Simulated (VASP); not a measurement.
Write the native input for VASP 6.6.1 that does the following.

* Task: relaxation of cell and atoms
* Functional: PBEsol
* Potentials or basis: VASP PAW PBE potentials, release 64 (Ti_sv, O)
* Cutoff: 600 eV
* k mesh: 6 × 6 × 8
* Occupations: gaussian, width 0.01 eV
* Spin: no spin polarisation
* Target pressure: 15 GPa
* Dipole correction: no
* Further INCAR settings: ALGO = Normal; EDIFF = 1e-06; IBRION = 2; EDIFFG = -0.002; NSW = 100; ISIF = 3

The structure of TiO2 lies in POSCAR:

```
TiO2
1.0
    4.5912577569      0.0000000000      0.0000000000
    0.0000000000      4.5912577569      0.0000000000
    0.0000000000      0.0000000000      2.9389898555
Ti O
2 4
Direct
    0.0000000000      0.0000000000      0.0000000000
    0.5000000000      0.5000000000      0.5000000000
    0.3044381815      0.3044381815      0.0000000000
    0.1955618185      0.8044381815      0.5000000000
    0.6955618185      0.6955618185      0.0000000000
    0.8044381815      0.1955618185      0.5000000000
```

The input as run:

INCAR

```
PREC = Accurate
ENCUT = 600
EDIFF = 1E-6
ISMEAR = 0
SIGMA = 0.01
LREAL = False
LASPH = True
NELM = 100
ALGO = Normal
ISIF = 3
LWAVE = False
LCHARG = False
GGA = PS
IBRION = 2
NSW = 100
EDIFFG = -0.002
PSTRESS = 150.0
```

KPOINTS

```
Automatic mesh
0
Gamma
  6 6 8
```

Potentials or basis: VASP PAW PBE potentials, release 64 (Ti_sv, O).

Run with:

```sh
$ cat potpaw_PBE.64/Ti_sv/POTCAR potpaw_PBE.64/O/POTCAR > POTCAR
$ mpirun -np 1 vasp_std > vasp.out
```

It gave:

| Item | Value |
| --- | --- |
| Relaxed volume | 9.76 Å³/atom |
| Relaxed cell | a = 4.487 Å, b = 4.487 Å, c = 2.907 Å, α = 90.00°, β = 90.00°, γ = 90.00° |
| Space group after relaxing (to 0.1 Å) | P4_2/mnm (No. 136) |
| Energy change on relaxing (the run minimises the enthalpy) | +25.9 meV/atom |
| Ionic steps | 15 |
| Pressure after relaxing | 15.0 GPa |
| Band gap on the k mesh | 1.89 eV |

Caveat: the cell is relaxed towards a set pressure, so the run minimises the enthalpy, not the energy; the PAW data sets were made with another functional, which shifts forces and pressure a little.

Wall time 17 min on 1 thread of Intel Xeon 8259CL, on a shared host, peak memory 0.26 GiB.
